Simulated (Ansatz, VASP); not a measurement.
**SnTe in VASP and in Ansatz**

File INCAR:

```
ALGO = Normal
EDIFF = 1E-8
ENCUT = 520
ISIF = 2
ISMEAR = -1
LASPH = T
LCHARG = F
LEFG = T
LREAL = F
LWAVE = F
NBANDS = 17
NELM = 80
PREC = Accurate
SIGMA = 0.08
```

The input KPOINTS:

```
k-points
0
Gamma
  11 11 11
```

POSCAR

```
SnTe
1.0
    0.0946950000      3.2038475000      3.2038475000
    3.2038475000      0.0946950000      3.2038475000
    3.2038475000      3.2038475000      0.0946950000
Sn Te
1 1
Direct
    0.0000000000      0.0000000000      0.0000000000
    0.5000000000      0.5000000000      0.5000000000
```

Input for Ansatz:

```yaml
crystal:
  lattice:
    - [0.094695, 3.2038475, 3.2038475]
    - [3.2038475, 0.094695, 3.2038475]
    - [3.2038475, 3.2038475, 0.094695]
  atoms:
    - { symbol: Sn, position: [0.0, 0.0, 0.0] }
    - { symbol: Te, position: [0.5, 0.5, 0.5] }
kpoints:
  mp_grid: { grid: [11, 11, 11] }
scf:
  occupations: { method: fermi_dirac, width: 0.08 }
hamiltonian:
  xc: lda
  pseudopotentials: { kind: all_electron, datasets: crystal }
output:
  forces: true
  stress: true
  eigenvalues: true
  efg: { contact_densities: true }
```

Change from the starting cell: equal xy, yz and zx shear strains of +3 %, crystal datasets.

Alike in both runs: task electric field gradients; functional LDA; k mesh 11 × 11 × 11; occupations fermi-dirac, width 0.08 eV; no spin polarisation.

|  | VASP | Ansatz |
| --- | --- | --- |
| version | VASP 6.6.1 | Ansatz 0.2.0 |
| potentials or method | VASP PAW LDA potentials, release 64 (Sn_d, Te), cutoff 520 eV | all-electron PAW with datasets made for the crystal, scalar-relativistic |

```tsv
	VASP	Ansatz	Ansatz less VASP
pressure (GPa)	-1.7	-1.7	-0.04
traceless stress, the component that is largest in VASP (GPa)	-0.51	-0.51	-0.004
size of Vzz on the site where it differs most (V/Å²)	35.3	36.4	+1.07
```

LDA's correlation is that of Perdew and Zunger in VASP and of Perdew and Wang (1992) in Ansatz. Ansatz ran all-electron here, and VASP with PAW potentials.

Spin-orbit coupling is off throughout.
